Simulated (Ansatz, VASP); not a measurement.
## Two plane-wave programs on C

```
C
1.0
     2.61972    0.00000    0.00000
     0.00000    2.61972    0.00000
     0.00000    0.00000    2.61972
C
3
Direct
  0.00000 0.50000 0.50000
  0.50000 0.00000 0.50000
  0.50000 0.50000 0.00000
```

Alike in both runs: task single point; functional PBE-based screened hybrid with a share of 0.05 of exact exchange and HFSCREEN = 0.2; k mesh 5 × 5 × 5; occupations fermi-dirac, width 0.05 eV; no spin polarisation.

|  | VASP | Ansatz |
| --- | --- | --- |
| version | VASP 6.6.1 | Ansatz 0.2.0 |
| potentials or method | VASP PAW PBE potentials, release 64 (C) | Ansatz PAW |
| plane-wave cutoff (eV) | 520 | 420 |
| valence electrons in the cell | 12 | 12 |

```csv
,VASP,Ansatz,Ansatz less VASP
gap on the k mesh at the Fermi level (eV),none,none,-
pressure (GPa),5.0,5.1,+0.09
```

VASP's potentials were made for PBE, not for PBE-based screened hybrid. A gap of «none» marks a metal or a gap that the smearing closes.

The k mesh is coarse, so the values compare programs but aren't converged.
